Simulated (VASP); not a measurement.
# SiNi (P-1) in VASP: single point with PBEsol

Aim: the single point of SiNi with PBEsol.

Program: VASP 6.6.1. These are calculated values, not measurements. Logs are shortened: lines on timing, memory, paths and dates and some standing lists are left out, and cuts for length are marked.

## (1) The cell of the first run

The typed cell holds 16 atoms: a = 5.252 Å, b = 6.953 Å, c = 6.343 Å, α = 62.91°, β = 68.71°, γ = 64.38°.

## (2) Single point, PBEsol

File INCAR:

```
PREC     = Accurate       # precision mode
ENCUT    = 520            # plane-wave cutoff, eV
EDIFF    = 1E-6           # SCF threshold, eV
ISMEAR   = 0              # smearing method
SIGMA    = 0.1            # smearing width, eV
LREAL    = Auto         
LASPH    = True           # aspherical terms in the spheres
NELM     = 60             # most SCF steps
ALGO     = Fast           # electronic algorithm
ISIF     = 2              # what is computed and relaxed
LWAVE    = False          # write WAVECAR
LCHARG   = False          # write CHGCAR
GGA      = PS             # functional
NBANDS   = 70             # bands
```

File KPOINTS:

```
Automatic mesh
0
Gamma
  8 5 6
```

File POSCAR:

```
SiNi
1.0
   -5.2436570000     -0.2924970000      0.0116340000
   -2.7890760000     -3.7784660000      5.1268530000
   -2.4727470000      3.1682000000      4.9067620000
Si Ni
8 8
Direct
    0.7738101864      0.6644443450      0.1691252357
    0.8416240286      0.1590651611      0.6955852183
    0.3250264017      0.1972760279      0.6874067417
    0.9768554930      0.0854109686      0.0784555563
    0.9090376033      0.5907857171      0.5520003206
    0.4256477199      0.5525811418      0.5601734886
    0.5373465716      0.9789628190      0.4133552575
    0.2133181907      0.7708941559      0.8342292792
    0.2821221511      0.6969513318      0.1934945859
    0.4685259069      0.0528931753      0.0540978372
    0.0711401508      0.4447953910      0.9146467655
    0.0887202379      0.9266661304      0.4623918090
    0.5913683363      0.4222120840      0.9103084875
    0.1592842642      0.3276390003      0.3372820723
    0.6619587369      0.8231860279      0.7851828679
    0.6795246957      0.3050553696      0.3329372401
```

Potentials or basis: VASP PAW PBE potentials, release 64 (Si, Ni).

Command:

```sh
$ cat potpaw_PBE.64/Si/POTCAR potpaw_PBE.64/Ni/POTCAR > POTCAR
$ mpirun -np 1 vasp_std > vasp.out
```

OUTCAR:

```text
PREC = Accurate
   ENCUT = 520
   EDIFF = 1E-6
   ISMEAR = 0
   LREAL = Auto
   LASPH = True
   NELM = 60
   ISIF = 2
   GGA = PS

 ion  position               nearest neighbor table
   1  0.774  0.664  0.169-  15 2.35  10 2.39  11 2.39  16 2.43  14 2.43   9 2.45   6 2.51   5 2.54
                             8 2.62   9 2.84   7 2.84
   2  0.842  0.159  0.696-  12 2.33  16 2.37  13 2.41  14 2.42  10 2.46   8 2.53   4 2.54   3 2.63
                            15 2.64   3 2.64   6 2.66   5 2.86
   3  0.325  0.197  0.687-  14 2.32  10 2.34  15 2.37  11 2.39  16 2.39   6 2.46   7 2.47   4 2.51
                             2 2.63   2 2.64   5 2.66   8 2.93
   4  0.977  0.085  0.078-  12 2.35   9 2.39  16 2.39  11 2.43  13 2.43  10 2.45   3 2.51   2 2.54
                             7 2.62  10 2.84   8 2.84
   5  0.909  0.591  0.552-  15 2.33  11 2.37  14 2.41  13 2.42   9 2.46   7 2.53   1 2.54   6 2.63
                            12 2.64   6 2.64   3 2.66   2 2.86
   6  0.426  0.553  0.560-  13 2.32   9 2.34  12 2.37  16 2.39  11 2.39   3 2.46   8 2.47   1 2.51
                             5 2.63   5 2.64   2 2.66   7 2.93
   7  0.537  0.979  0.413-  10 2.23  15 2.31  14 2.35  12 2.43  16 2.47   3 2.47   5 2.53   4 2.62
                             8 2.73   1 2.84  12 2.87   6 2.93
   8  0.213  0.771  0.834-   9 2.23  12 2.31  13 2.35  15 2.43  11 2.47   6 2.47   2 2.53   1 2.62
                             7 2.73   4 2.84  15 2.87   3 2.93
   9  0.282  0.697  0.193-   8 2.23   6 2.34   4 2.39   1 2.45   5 2.46  12 2.51  14 2.59  16 2.61
                            15 2.67  10 2.71  13 2.80   1 2.84
  10  0.469  0.053  0.054-   7 2.23   3 2.34   1 2.39   4 2.45   2 2.46  15 2.51  13 2.59  11 2.61
                            12 2.67   9 2.71  14 2.80   4 2.84
  11  0.071  0.445  0.915-   5 2.37   3 2.39   6 2.39   1 2.39   4 2.43   8 2.47  15 2.58  14 2.58
                            13 2.60  10 2.61  13 2.66  16 2.76
  12  0.089  0.927  0.462-   8 2.31   2 2.33   4 2.35   6 2.37   7 2.43   9 2.51  15 2.54  16 2.58
                             5 2.64  10 2.67  14 2.68   7 2.87
  13  0.591  0.422  0.910-   6 2.32   8 2.35   2 2.41   5 2.42   4 2.43  16 2.58  10 2.59  11 2.60
                            11 2.66  15 2.68   9 2.80  14 2.85
  14  0.159  0.328  0.337-   3 2.32   7 2.35   5 2.41   2 2.42   1 2.43  11 2.58   9 2.59  16 2.60
                            16 2.66  12 2.68  10 2.80  13 2.85
  15  0.662  0.823  0.785-   7 2.31   5 2.33   1 2.35   3 2.37   8 2.43  10 2.51  12 2.54  11 2.58
                             2 2.64   9 2.67  13 2.68   8 2.87
  16  0.680  0.305  0.333-   2 2.37   6 2.39   3 2.39   4 2.39   1 2.43   7 2.47  12 2.58  13 2.58
                            14 2.60   9 2.61  14 2.66  11 2.76

  LATTYP: Found a triclinic cell.
 ALAT       =     6.3425769440
 B/A-ratio  =     1.5809085269
 C/A-ratio  =     0.8280264473
 COS(alpha) =     0.0057880244
 COS(beta)  =     0.3631523186
 COS(gamma) =     0.7581090608

  Lattice vectors:

 A1 = (   2.4727470000,  -3.1682000000,  -4.9067620000)
 A2 = (   0.0181660000,   0.3177690000, -10.0219810000)
 A3 = (   5.2436570000,   0.2924970000,  -0.0116340000)

Analysis of symmetry for initial positions (statically):
=====================================================================
 Subroutine PRICEL returns:
 Original cell was already a primitive cell.

 Routine SETGRP: Setting up the symmetry group for a
 triclinic supercell.

 Subroutine GETGRP returns: Found  1 space group operations
 (whereof  1 operations were pure point group operations)
 out of a pool of  2 trial point group operations.

The static configuration has the point symmetry C_1 .

Analysis of symmetry for dynamics (positions and initial velocities):
=====================================================================
 Subroutine PRICEL returns:
 Original cell was already a primitive cell.

 Routine SETGRP: Setting up the symmetry group for a
 triclinic supercell.

 Subroutine GETGRP returns: Found  1 space group operations
 (whereof  1 operations were pure point group operations)
 out of a pool of  2 trial point group operations.

The dynamic configuration has the point symmetry C_1 .

 Subroutine INISYM returns: Found  1 space group operations
 (whereof  1 operations are pure point group operations),
 and found     1 'primitive' translations

----------------------------------------------------------------------------------------

                                     Primitive cell

  volume of cell :     181.8834

  direct lattice vectors                    reciprocal lattice vectors
[... 55 lines left out ...]
    -0.023904685  0.000692698 -0.012493951     0.125000000  0.000000000  0.000000000
     0.001618698 -0.028260527  0.019063006     0.000000000  0.200000000 -0.000000000
    -0.001333849  0.024604596  0.017407837    -0.000000000  0.000000000  0.166666667

  Length of vectors
     0.026981708  0.034127347  0.030169489

  Shift w.r.t. Gamma in fractional coordinates (k-lattice)
     0.000000000  0.000000000  0.000000000

 Subroutine IBZKPT returns following result:
 ===========================================

 Found    122 irreducible k-points:

 Following reciprocal coordinates:
            Coordinates               Weight
  0.000000  0.000000  0.000000      1.000000
  0.125000 -0.000000  0.000000      2.000000
  0.250000 -0.000000  0.000000      2.000000
  0.375000 -0.000000 -0.000000      2.000000
  0.500000 -0.000000  0.000000      1.000000
  0.000000  0.200000 -0.000000      2.000000
[... 16 lines left out ...]
  0.125000 -0.000000  0.166667      2.000000
  0.250000 -0.000000  0.166667      2.000000
 [... further k-points ...]
   k-points           NKPTS =    122   k-points in BZ     NKDIM =    122   number of bands    NBANDS=     70
   number of dos      NEDOS =    301   number of ions     NIONS =     16
   total plane-waves  NPLWV = 103680
   dimension x,y,z NGX =    40 NGY =   54 NGZ =   48
   dimension x,y,z NGXF=    80 NGYF=  108 NGZF=   96
   ions per type =               8   8
   NGX,Y,Z   is equivalent  to a cutoff of  12.66, 12.91, 12.58 a.u.
   NGXF,Y,Z  is equivalent  to a cutoff of  25.32, 25.82, 25.16 a.u.
 SYSTEM =  unknown system
   PREC   = accura    normal or accurate (medium, high low for compatibility)
   ISTART =      0    job   : 0-new  1-cont  2-samecut
   ICHARG =      2    charge: 1-file 2-atom 10-const
   ISPIN  =      1    spin polarized calculation?
   LNONCOLLINEAR =      F non collinear calculations
   LSORBIT =      F    spin-orbit coupling
   LASPH  =      T    aspherical Exc in radial PAW
   ENCUT  =  520.0 eV  38.22 Ry    6.18 a.u.   9.76 12.93 11.79*2*pi/ulx,y,z
   NELM   =     60;   NELMIN=  2; NELMDL= -5     # of ELM steps
   EDIFF  = 0.1E-05   stopping-criterion for ELM
   LREAL  =      T    real-space projection
   EDIFFG = 0.1E-04   stopping-criterion for IOM
   NSW    =      0    number of steps for IOM
   IBRION =     -1    ionic relax: 0-MD 1-quasi-New 2-CG
   NFREE  =      0    steps in history (QN), initial steepest desc. (CG)
   ISIF   =      2    stress and relaxation
   ISYM   =      2    0-nonsym 1-usesym 2-fastsym
   POTIM  = 0.5000    time-step for ionic-motion
   TEBEG  =    0.0;   TEEND  =   0.0 temperature during run
   PSTRESS=    0.0 pullay stress
   NELECT =     112.0000    total number of electrons
   NUPDOWN=      -1.0000    fix difference up-down
   EMIN   =  10.00;   EMAX   =-10.00  energy-range for DOS
   EFERMI =   0.00;   METHOD = LEGACY
   ISMEAR =     0;   SIGMA  =   0.10  broadening in eV -4-tet -1-fermi 0-gaus
   EFERMI_NEDOS =   21; number of points for ismear=-14 and -15
   IALGO  =     68    algorithm
   IMIX   =      4    mixing-type and parameters
     AMIX     =   0.40;   BMIX     =  1.00
     AMIX_MAG =   1.60;   BMIX_MAG =  1.00
  volume/ion in A,a.u.               =      11.37        76.71
  Fermi-wavevector in a.u.,A,eV,Ry     =   1.392782  2.631976 26.393146  1.939841
  Thomas-Fermi vector in A             =   2.516491
   LORBIT       =      0    0 simple, 1 ext, 2 COOP (PROOUT), +10 PAW based schemes
   GGA     = PS    functional components
   LHFCALC =     F    Hartree Fock is set to
   AEXX    =    0.0000 exact exchange contribution
   IVDW    =     0    specifies the selected vdW correction
   LEPSILON=     F    determine dielectric tensor
   LRPA    =     F    only Hartree local field effects (RPA)
 non-spin polarized calculation
 RMM-DIIS sequential band-by-band and
 Gauss-broadening in eV      SIGMA  =   0.10
  energy-cutoff  :      520.00
  volume of cell :      181.88
 maximum number of plane-waves:      4918
   NGX = 19   NGY = 25   NGZ = 23

 number of electron     111.9999997 magnetization

 Free energy of the ion-electron system (eV)
  ---------------------------------------------------
  ext. energy  EPLUGINS =         0.00000000
  ---------------------------------------------------
  free energy    TOTEN  =      -100.86845697 eV

  energy without entropy =     -100.83486667  energy(sigma->0) =     -100.85166182

 E-fermi :  11.2846     XC(G=0): -12.6845

 val. band max:       11.2823572985   @ k =  -0.2500   0.0000   0.1667
 cond. band min:      11.2873650936   @ k =   0.1250   0.4000  -0.0000
 fundamental gap:      0.0050077952
 Fermi energy:        11.2845879779

 k-point     1 :       0.0000    0.0000    0.0000
  band No.  band energies     occupation
      1      -2.7673      2.00000
      2       0.5409      2.00000
      3       1.0219      2.00000
      4       1.7856      2.00000
      5       1.9973      2.00000
      6       2.6094      2.00000
[... 1693 lines left out ...]
     67      14.8398      0.00000
     68      15.1952      0.00000

 [... further k-points ...]

 [bands above 68 left out]

------------------------ aborting loop because EDIFF is reached ----------------------------------------

  FORCE on cell =-STRESS in cart. coord.  units (eV):
  Direction    XX          YY          ZZ          XY          YZ          ZX
  --------------------------------------------------------------------------------------
  -------------------------------------------------------------------------------------
  Total       -0.1486337      0.5538344      0.0425550     -0.1852629      0.0763283     -0.1336812
  in kB       -1.3092862      4.8786243      0.3748593     -1.6319460      0.6723616     -1.1775730
  external PRESSURE =       1.3147325 kB  Pullay stress =       0.0000000 kB

 VOLUME and BASIS-vectors are now :
 -----------------------------------------------------------------------------
  energy-cutoff  :      520.00
  volume of cell :      181.88
      direct lattice vectors                 reciprocal lattice vectors
    -5.243657000 -0.292497000  0.011634000    -0.191237477  0.005541581 -0.099951604
    -2.789076000 -3.778466000  5.126853000     0.008093491 -0.141302637  0.095315031
    -2.472747000  3.168200000  4.906762000    -0.008003095  0.147627576  0.104447023

 POSITION                                       TOTAL-FORCE (eV/Angst)
 -----------------------------------------------------------------------------------
     -6.32898     -2.20109      4.24537        -0.001055     -0.044929     -0.056383
     -6.57684      1.35656      4.23837         0.074401      0.012674     -0.018824
     -3.95433      1.33737      4.38813        -0.068298     -0.078523     -0.027210
     -5.55451     -0.35989      0.83422         0.001581      0.044281      0.056169
     -7.77938     -0.74931      5.74798        -0.075789     -0.011279      0.020624
     -5.15831     -0.43767      5.58659         0.068928      0.078399      0.023706
[... 8 lines left out ...]
     -7.70857     -0.81639      8.08076        -0.026859     -0.014327      0.044911
     -5.23729     -0.29659      3.20552        -0.023386     -0.047059     -0.026212
 -----------------------------------------------------------------------------------
    total drift:                               -0.000067      0.002023     -0.005789

  FREE ENERGIE OF THE ION-ELECTRON SYSTEM (eV)
  ---------------------------------------------------
  free  energy   TOTEN  =      -100.8684569651 eV

  energy  without entropy=     -100.8348666732  energy(sigma->0) =     -100.85166182
```

It took 82 min on 1 thread of Oxide Virtual Turin-like, shared host; peak memory 0.92 GiB.

What came out:

```
Free energy            : -100.8685 eV
Pressure               : 0.1 GPa
Largest force          : 0.108 eV/Å
Band gap on the k mesh : zero (bands 56 and 57 overlap by 0.55 eV)
```

Forces on the atoms (eV/Å):
```
Si  -0.001 -0.045 -0.056
Si   0.074  0.013 -0.019
Si  -0.068 -0.079 -0.027
Si   0.002  0.044  0.056
Si  -0.076 -0.011  0.021
Si   0.069  0.078  0.024
Si  -0.032  0.006  0.025
Si   0.034 -0.006 -0.025
Ni   0.022 -0.030  0.016
Ni  -0.022  0.030 -0.016
Ni   0.023  0.047  0.026
Ni   0.027  0.014 -0.044
Ni   0.007  0.016 -0.042
Ni  -0.007 -0.016  0.043
Ni  -0.027 -0.014  0.045
Ni  -0.023 -0.047 -0.026
```

Caveat: the PAW data sets were made with another functional, which shifts forces and pressure a little. Spin polarisation is off, so any magnetic state and its effect on volume and gap are missing.
